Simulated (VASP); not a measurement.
# InAs: single point with PBE

InAs:

```
In As
1.0
     0.00000    3.11361    3.11361
     3.11361    0.00000    3.11361
     3.11361    3.11361    0.00000
In As
1 1
Direct
  0.00000 0.00000 0.00000
  0.75000 0.75000 0.75000
```

This cell differs from its parent crystal: volume scaled by 1.020.

```json
{"Program": "VASP 6.6.1", "Task": "single point", "Functional": "PBE", "Potentials or basis": "VASP PAW PBE potentials, release 64 (In_d, As)", "Cutoff": "520 eV", "k mesh": "10 × 10 × 10", "Occupations": "gaussian, width 0.05 eV", "Spin": "no spin polarisation"}
```

| Property | Result |
| --- | --- |
| Pressure | -0.9 GPa |
| Band gap on the k mesh | zero (filled and empty bands touch) |

Levels at points of the mesh, in eV from the Fermi level:
| k point | band 5 | band 6 | band 7 | band 8 | band 9 | band 10 | band 11 | band 12 | band 13 | band 14 |
| --- | --- | --- | --- | --- | --- | --- | --- | --- | --- | --- |
| (0.00, 0.00, 0.00) | -14.16 | -11.34 | -0.66 | -0.02 | -0.02 | -0.02 | 3.85 | 3.85 | 3.85 | 7.20 |
| (0.50, 0.00, 0.00) | -14.15 | -10.13 | -5.36 | -0.88 | -0.88 | 0.76 | 4.60 | 4.60 | 6.70 | 8.59 |
| (0.50, 0.50, 0.00) | -14.14 | -9.68 | -5.49 | -2.06 | -2.06 | 1.67 | 2.02 | 8.62 | 8.65 | 8.65 |

It took 85 s on 1 thread of Intel Xeon 8259CL, with other jobs on the host, peak memory 0.23 GiB.

Caveat: spin-orbit coupling is left out, which moves the levels of the heavy elements.
